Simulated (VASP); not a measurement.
# LiF (P4_32_12) in VASP: notebook

LiF is run at these levels: PBE; tasks: relaxation of shape and atoms at fixed volume.

Everything below comes from runs of VASP 6.6.1. Logs are shortened: lines on timing, memory, paths and dates and some standing lists are left out, and cuts for length are marked.

**1. The cell of the first run**

Symmetry: P4_32_12, No. 96, tetragonal system. The conventional cell has a = 5.492 Å, b = 5.492 Å, c = 2.874 Å, α = 90.00°, β = 90.00°, γ = 90.00°. Li (site symmetry 2) has 4 F at 1.94 to 1.96 Å within 2.6 Å. Within 2.6 Å of F (site symmetry 2) lie 4 Li at 1.94 to 1.96 Å.

**2. Relaxation of shape and atoms at fixed volume, PBE (10.84 Å³/atom)**

Input file INCAR:

```
SYSTEM = LiF
PREC = Accurate
ENCUT = 600
EDIFF = 1E-7
ISMEAR = 0
SIGMA = 0.02
LREAL = .False.
LASPH = .True.
NELM = 60
ALGO = Normal
ISIF = 4
LWAVE = .False.
LCHARG = .False.
GGA = PE
IBRION = 2
NSW = 50
EDIFFG = -0.01
```

Input file KPOINTS:

```
Automatic mesh
0
Gamma
  4 4 8
  0 0 0
```

Input file POSCAR:

```
LiF
1.0
    5.4922266957      0.0000000000      0.0000000000
    0.0000000000      5.4922266957      0.0000000000
    0.0000000000      0.0000000000      2.8736310566
Li F
4 4
Direct
    0.6634698733      0.3365301267      0.2500000000
    0.3365301267      0.6634698733      0.7500000000
    0.1634698733      0.1634698733      0.0000000000
    0.8365301267      0.8365301267      0.5000000000
    0.8314383940      0.1685616060      0.7500000000
    0.1685616060      0.8314383940      0.2500000000
    0.3314383940      0.3314383940      0.5000000000
    0.6685616060      0.6685616060      0.0000000000
```

Potentials or basis: VASP PAW PBE potentials, release 64 (Li_sv, F).

The run is started by

```sh
> cat potpaw_PBE.64/Li_sv/POTCAR potpaw_PBE.64/F/POTCAR > POTCAR
> mpirun -np 1 vasp_std > vasp.out
```

OUTCAR:

```text
SYSTEM = LiF
   PREC = Accurate
   ENCUT = 600
   EDIFF = 1E-7
   ISMEAR = 0
   LREAL = .False.
   LASPH = .True.
   NELM = 60
   ISIF = 4
   GGA = PE
   IBRION = 2
   NSW = 50
   EDIFFG = -0.01

 ion  position               nearest neighbor table
   1  0.663  0.337  0.250-   5 1.94   5 1.94   8 1.96   7 1.96
   2  0.337  0.663  0.750-   6 1.94   6 1.94   8 1.96   7 1.96
   3  0.163  0.163  0.000-   7 1.94   7 1.94   5 1.96   6 1.96
   4  0.837  0.837  0.500-   8 1.94   8 1.94   5 1.96   6 1.96
   5  0.831  0.169  0.750-   1 1.94   1 1.94   4 1.96   3 1.96
   6  0.169  0.831  0.250-   2 1.94   2 1.94   4 1.96   3 1.96
   7  0.331  0.331  0.500-   3 1.94   3 1.94   1 1.96   2 1.96
   8  0.669  0.669  0.000-   4 1.94   4 1.94   1 1.96   2 1.96

  LATTYP: Found a simple tetragonal cell.
 ALAT       =     5.4922266957
 C/A-ratio  =     0.5232178524

  Lattice vectors:

 A1 = (   5.4922266957,   0.0000000000,   0.0000000000)
 A2 = (   0.0000000000,   5.4922266957,   0.0000000000)
 A3 = (   0.0000000000,   0.0000000000,   2.8736310566)

Analysis of symmetry for initial positions (statically):
=====================================================================
 Subroutine PRICEL returns:
 Original cell was already a primitive cell.

 Routine SETGRP: Setting up the symmetry group for a
 simple tetragonal supercell.

 Subroutine GETGRP returns: Found  8 space group operations
 (whereof  2 operations were pure point group operations)
 out of a pool of 16 trial point group operations.

The static configuration has the point symmetry C_2 .
 The point group associated with its full space group is D_4 .

Analysis of symmetry for dynamics (positions and initial velocities):
=====================================================================
 Subroutine PRICEL returns:
 Original cell was already a primitive cell.

 Routine SETGRP: Setting up the symmetry group for a
 simple tetragonal supercell.

 Subroutine GETGRP returns: Found  8 space group operations
 (whereof  2 operations were pure point group operations)
 out of a pool of 16 trial point group operations.

The dynamic configuration has the point symmetry C_2 .
 The point group associated with its full space group is D_4 .

 Subroutine INISYM returns: Found  8 space group operations
 (whereof  2 operations are pure point group operations),
 and found     1 'primitive' translations

[... 111 lines left out ...]
   NFREE  =      1    steps in history (QN), initial steepest desc. (CG)
   ISIF   =      4    stress and relaxation
   ISYM   =      2    0-nonsym 1-usesym 2-fastsym
   POTIM  = 0.5000    time-step for ionic-motion
   TEBEG  =    0.0;   TEEND  =   0.0 temperature during run
   PSTRESS=    0.0 pullay stress
   NELECT =      40.0000    total number of electrons
   NUPDOWN=      -1.0000    fix difference up-down
   EMIN   =  10.00;   EMAX   =-10.00  energy-range for DOS
   EFERMI =   0.00;   METHOD = LEGACY
   ISMEAR =     0;   SIGMA  =   0.02  broadening in eV -4-tet -1-fermi 0-gaus
   EFERMI_NEDOS =   21; number of points for ismear=-14 and -15
   IALGO  =     38    algorithm
   IMIX   =      4    mixing-type and parameters
     AMIX     =   0.40;   BMIX     =  1.00
     AMIX_MAG =   1.60;   BMIX_MAG =  1.00
  volume/ion in A,a.u.               =      10.84        73.12
  Fermi-wavevector in a.u.,A,eV,Ry     =   1.265083  2.390659 21.775224  1.600434
  Thomas-Fermi vector in A             =   2.398354
   LORBIT       =      0    0 simple, 1 ext, 2 COOP (PROOUT), +10 PAW based schemes
   GGA     = PE    functional components
   LHFCALC =     F    Hartree Fock is set to
   AEXX    =    0.0000 exact exchange contribution
   IVDW    =     0    specifies the selected vdW correction
   LEPSILON=     F    determine dielectric tensor
   LRPA    =     F    only Hartree local field effects (RPA)
 conjugate gradient relaxation of ions
 non-spin polarized calculation
 Gauss-broadening in eV      SIGMA  =   0.02
  energy-cutoff  :      600.00
  volume of cell :       86.68
 maximum number of plane-waves:      2924
 NGX is ok and might be reduce to    48
   NGX = 21   NGY = 21   NGZ = 11

 number of electron      39.9999980 magnetization

 Free energy of the ion-electron system (eV)
  ---------------------------------------------------
  ext. energy  EPLUGINS =         0.00000000
  ---------------------------------------------------
  free energy    TOTEN  =       -38.09698334 eV

  energy without entropy =      -38.09698334  energy(sigma->0) =      -38.09698334

 E-fermi :  -2.4888     XC(G=0):  -8.4492

 val. band max:       -2.6171684503   @ k =   0.2500   0.2500   0.0000
 cond. band min:       4.4722837828   @ k =   0.0000   0.0000   0.0000
 fundamental gap:      7.0894522331
 Fermi energy:        -2.4887785678

 k-point     1 :       0.0000    0.0000    0.0000
  band No.  band energies     occupation
      1     -43.7209      2.00000
      2     -43.6939      2.00000
      3     -43.6937      2.00000
      4     -43.6937      2.00000
      5     -22.0764      2.00000
      6     -21.8930      2.00000
[... 661 lines left out ...]
     24       9.1234      0.00000
     25      10.8795      0.00000

 [... further k-points ...]

------------------------ aborting loop because EDIFF is reached ----------------------------------------

  FORCE on cell =-STRESS in cart. coord.  units (eV):
  Direction    XX          YY          ZZ          XY          YZ          ZX
  --------------------------------------------------------------------------------------
  -------------------------------------------------------------------------------------
  Total       -1.6842519     -1.6842519     -1.7917445     -0.0000000      0.0000000      0.0000000
  in kB      -31.1307597    -31.1307597    -33.1175922     -0.0000000      0.0000000      0.0000000
  external PRESSURE =     -31.7930372 kB  Pullay stress =       0.0000000 kB

 VOLUME and BASIS-vectors are now :
 -----------------------------------------------------------------------------
  energy-cutoff  :      600.00
  volume of cell :       86.68
      direct lattice vectors                 reciprocal lattice vectors
     5.492226696  0.000000000  0.000000000     0.182075514  0.000000000  0.000000000
     0.000000000  5.492226696  0.000000000     0.000000000  0.182075514  0.000000000
     0.000000000  0.000000000  2.873631057     0.000000000  0.000000000  0.347991785

 POSITION                                       TOTAL-FORCE (eV/Angst)
 -----------------------------------------------------------------------------------
      3.64393      1.84830      0.71841         0.003452     -0.003452     -0.000000
      1.84830      3.64393      2.15522        -0.003452      0.003452      0.000000
      0.89781      0.89781      0.00000         0.003452      0.003452     -0.000000
      4.59441      4.59441      1.43682        -0.003452     -0.003452     -0.000000
      4.56645      0.92578      2.15522         0.000974     -0.000974     -0.000000
      0.92578      4.56645      0.71841        -0.000974      0.000974      0.000000
      1.82033      1.82033      1.43682         0.000974      0.000974     -0.000000
      3.67189      3.67189      0.00000        -0.000974     -0.000974     -0.000000
 -----------------------------------------------------------------------------------
    total drift:                               -0.000001      0.000001     -0.000000

  FREE ENERGIE OF THE ION-ELECTRON SYSTEM (eV)
  ---------------------------------------------------
  free  energy   TOTEN  =       -38.0969833432 eV

  energy  without entropy=      -38.0969833432  energy(sigma->0) =      -38.09698334

 reached required accuracy - stopping structural energy minimisation
```

Run time: 42 s. Hardware: 1 thread of Intel Xeon 6975P-C (Granite Rapids), shared host; peak memory 0.24 GiB.

What came out:

* Free energy: -38.0970 eV
* Pressure after relaxing: -3.2 GPa
* Largest force after relaxing: 0.005 eV/Å
* Band gap on the k mesh: 7.09 eV (least direct gap 7.11 eV)

Forces on the atoms (eV/Å):
```
Li   0.003 -0.003  0.000
Li  -0.003  0.003  0.000
Li   0.003  0.003  0.000
Li  -0.003 -0.003  0.000
F    0.001 -0.001  0.000
F   -0.001  0.001  0.000
F    0.001  0.001  0.000
F   -0.001 -0.001  0.000
```

Stress tensor (GPa, compression positive):
```
-3.11  0.00  0.00
 0.00 -3.11  0.00
 0.00  0.00 -3.31
```

Final structure:
```
Li F
1.0
     5.49223    0.00000    0.00000
     0.00000    5.49223    0.00000
     0.00000    0.00000    2.87363
Li F
4 4
Direct
  0.66347 0.33653 0.25000
  0.33653 0.66347 0.75000
  0.16347 0.16347 0.00000
  0.83653 0.83653 0.50000
  0.83144 0.16856 0.75000
  0.16856 0.83144 0.25000
  0.33144 0.33144 0.50000
  0.66856 0.66856 0.00000
```

Levels at points of the mesh, in eV from the valence-band top:
```csv
k point,band 17,band 18,band 19,band 20,band 21,band 22,band 23,band 24
"(0.00, 0.00, 0.00)",-0.09,-0.09,-0.04,-0.02,7.09,10.09,11.55,11.69
"(0.50, 0.00, 0.00)",-0.16,-0.16,-0.03,-0.03,8.33,8.33,11.01,11.01
"(0.50, 0.50, 0.00)",-0.05,-0.05,-0.03,-0.03,8.63,8.63,10.18,10.18
"(0.00, 0.00, 0.50)",-0.44,-0.44,-0.08,-0.08,10.56,10.56,11.81,11.81
"(0.50, 0.00, 0.50)",-0.51,-0.51,-0.17,-0.17,10.56,10.56,12.64,12.64
"(0.50, 0.50, 0.50)",-0.40,-0.40,-0.40,-0.40,11.46,11.46,11.46,11.46
```

Caveat: the cutoff is under 1.25 times the usual one of these potentials, so pressure, stress and relaxed cells hold a basis-set (Pulay) error; the relaxation stopped at its first step, so nothing moved.

**3. Relaxation of shape and atoms at fixed volume, PBE (11.24 Å³/atom)**

This run uses another cell than the first one, of 11.24 Å³/atom.

Input file INCAR:

```
SYSTEM = LiF
PREC = Accurate
ENCUT = 600
EDIFF = 1E-6
ISMEAR = 0
SIGMA = 0.02
LREAL = .FALSE.
LASPH = .TRUE.
NELM = 80
ALGO = Normal
ISIF = 4
LWAVE = .FALSE.
LCHARG = .FALSE.
GGA = PE
IBRION = 2
NSW = 50
EDIFFG = -0.01
```

Input file KPOINTS:

```
regular mesh
0
G
  4 4 8
  0 0 0
```

Input file POSCAR:

```
LiF
1.0
    5.5636866480      0.0000000000      0.0000000000
    0.0000000000      5.5636866480      0.0000000000
    0.0000000000      0.0000000000      2.9059585394
Li F
4 4
Direct
    0.6635866670      0.3364133330      0.2500000000
    0.3364133330      0.6635866670      0.7500000000
    0.1635866670      0.1635866670      0.0000000000
    0.8364133330      0.8364133330      0.5000000000
    0.8316385301      0.1683614699      0.7500000000
    0.1683614699      0.8316385301      0.2500000000
    0.3316385301      0.3316385301      0.5000000000
    0.6683614699      0.6683614699      0.0000000000
```

Potentials or basis: VASP PAW PBE potentials, release 64 (Li_sv, F).

The run is started by

```sh
> cat potpaw_PBE.64/Li_sv/POTCAR potpaw_PBE.64/F/POTCAR > POTCAR
> mpirun -np 1 vasp_std > vasp.out
```

OUTCAR:

```text
SYSTEM = LiF
   PREC = Accurate
   ENCUT = 600
   EDIFF = 1E-6
   ISMEAR = 0
   LREAL = .FALSE.
   LASPH = .TRUE.
   NELM = 80
   ISIF = 4
   GGA = PE
   IBRION = 2
   NSW = 50
   EDIFFG = -0.01

 ion  position               nearest neighbor table
   1  0.664  0.336  0.250-   5 1.96   5 1.96   8 1.98   7 1.98
   2  0.336  0.664  0.750-   6 1.96   6 1.96   8 1.98   7 1.98
   3  0.164  0.164  0.000-   7 1.96   7 1.96   5 1.98   6 1.98
   4  0.836  0.836  0.500-   8 1.96   8 1.96   5 1.98   6 1.98
   5  0.832  0.168  0.750-   1 1.96   1 1.96   4 1.98   3 1.98
[... 944 lines left out ...]
  in kB      -45.3217405    -45.3217405    -46.8833330      0.0000000      0.0000000      0.0000000
  external PRESSURE =     -45.8422713 kB  Pullay stress =       0.0000000 kB

 VOLUME and BASIS-vectors are now :
 -----------------------------------------------------------------------------
  energy-cutoff  :      600.00
  volume of cell :       89.95
      direct lattice vectors                 reciprocal lattice vectors
     5.565115441  0.000000000  0.000000000     0.179690792  0.000000000  0.000000000
     0.000000000  5.565115441  0.000000000     0.000000000  0.179690792  0.000000000
     0.000000000  0.000000000  2.904466573     0.000000000  0.000000000  0.344297300

 POSITION                                       TOTAL-FORCE (eV/Angst)
 -----------------------------------------------------------------------------------
      3.69324      1.87188      0.72612         0.005079     -0.005079      0.000000
      1.87188      3.69324      2.17835        -0.005079      0.005079     -0.000000
      0.91068      0.91068      2.90447         0.005079      0.005079      0.000000
      4.65444      4.65444      1.45223        -0.005079     -0.005079      0.000000
      4.62816      0.93695      2.17835         0.000636     -0.000636     -0.000000
      0.93695      4.62816      0.72612        -0.000636      0.000636      0.000000
      1.84561      1.84561      1.45223         0.000636      0.000636      0.000000
      3.71951      3.71951      2.90447        -0.000636     -0.000636      0.000000
 -----------------------------------------------------------------------------------
    total drift:                               -0.000001      0.000001      0.000000

  FREE ENERGIE OF THE ION-ELECTRON SYSTEM (eV)
  ---------------------------------------------------
  free  energy   TOTEN  =       -38.0285109156 eV

  energy  without entropy=      -38.0285109156  energy(sigma->0) =      -38.02851092

 reached required accuracy - stopping structural energy minimisation
```

CONTCAR:

```text
LiF
   1.00000000000000
     5.5651154414340898    0.0000000000000000    0.0000000000000000
     0.0000000000000000    5.5651154414340898    0.0000000000000000
     0.0000000000000000    0.0000000000000000    2.9044665734099677
  Li              F
     4     4
Direct
     0.6636404634008592    0.3363595365991408    0.2500000000000000
     0.3363595365991408    0.6636404634008592    0.7500000000000000
     0.1636404634008592    0.1636404634008592    1.0000000000000000
     0.8363595365991408    0.8363595365991408    0.5000000000000000
     0.8316382567749556    0.1683617432250444    0.7500000000000000
     0.1683617432250444    0.8316382567749556    0.2500000000000000
     0.3316382567749556    0.3316382567749556    0.5000000000000000
     0.6683617432250444    0.6683617432250444    1.0000000000000000

  0.00000000E+00  0.00000000E+00  0.00000000E+00
  0.00000000E+00  0.00000000E+00  0.00000000E+00
  0.00000000E+00  0.00000000E+00  0.00000000E+00
  0.00000000E+00  0.00000000E+00  0.00000000E+00
  0.00000000E+00  0.00000000E+00  0.00000000E+00
  0.00000000E+00  0.00000000E+00  0.00000000E+00
  0.00000000E+00  0.00000000E+00  0.00000000E+00
  0.00000000E+00  0.00000000E+00  0.00000000E+00
```

Wall time 46 s (1 thread of Intel Xeon 6975P-C (Granite Rapids), shared host); peak memory 0.25 GiB.

What came out:

```yaml
Free_energy: -38.0285 eV
Energy_gained_by_relaxing: 0.0 meV/atom
Ionic_steps: 2
Pressure_after_relaxing: -4.6 GPa
Largest_force_after_relaxing: 0.007 eV/Å
Band_gap_on_the_k_mesh: 6.92 eV (least direct gap 6.93 eV)
```

Forces in eV/Å, atoms in the order of the input:
```
Li   0.005 -0.005  0.000
Li  -0.005  0.005  0.000
Li   0.005  0.005  0.000
Li  -0.005 -0.005  0.000
F    0.001 -0.001  0.000
F   -0.001  0.001  0.000
F    0.001  0.001  0.000
F   -0.001 -0.001  0.000
```

Stress tensor (GPa, compression positive):
```
-4.53  0.00  0.00
 0.00 -4.53  0.00
 0.00  0.00 -4.69
```

Final structure:
```
Li F
1.0
     5.56512    0.00000    0.00000
     0.00000    5.56512    0.00000
     0.00000    0.00000    2.90447
Li F
4 4
Direct
  0.66364 0.33636 0.25000
  0.33636 0.66364 0.75000
  0.16364 0.16364 0.00000
  0.83636 0.83636 0.50000
  0.83164 0.16836 0.75000
  0.16836 0.83164 0.25000
  0.33164 0.33164 0.50000
  0.66836 0.66836 0.00000
```

Levels at points of the mesh, in eV from the valence-band top:
| k point | band 17 | band 18 | band 19 | band 20 | band 21 | band 22 | band 23 | band 24 |
| --- | --- | --- | --- | --- | --- | --- | --- | --- |
| (0.00, 0.00, 0.00) | -0.09 | -0.09 | -0.04 | -0.01 | 6.92 | 9.91 | 11.29 | 11.45 |
| (0.50, 0.00, 0.00) | -0.15 | -0.15 | -0.03 | -0.03 | 8.15 | 8.15 | 10.79 | 10.79 |
| (0.50, 0.50, 0.00) | -0.05 | -0.05 | -0.03 | -0.03 | 8.48 | 8.48 | 9.91 | 9.91 |
| (0.00, 0.00, 0.50) | -0.42 | -0.42 | -0.08 | -0.08 | 10.39 | 10.39 | 11.63 | 11.63 |
| (0.50, 0.00, 0.50) | -0.49 | -0.49 | -0.17 | -0.17 | 10.39 | 10.39 | 12.39 | 12.39 |
| (0.50, 0.50, 0.50) | -0.39 | -0.39 | -0.39 | -0.39 | 11.27 | 11.27 | 11.27 | 11.27 |

Caveat: the cutoff is under 1.25 times the usual one of these potentials, so pressure, stress and relaxed cells hold a basis-set (Pulay) error. A k mesh can miss the band edges.
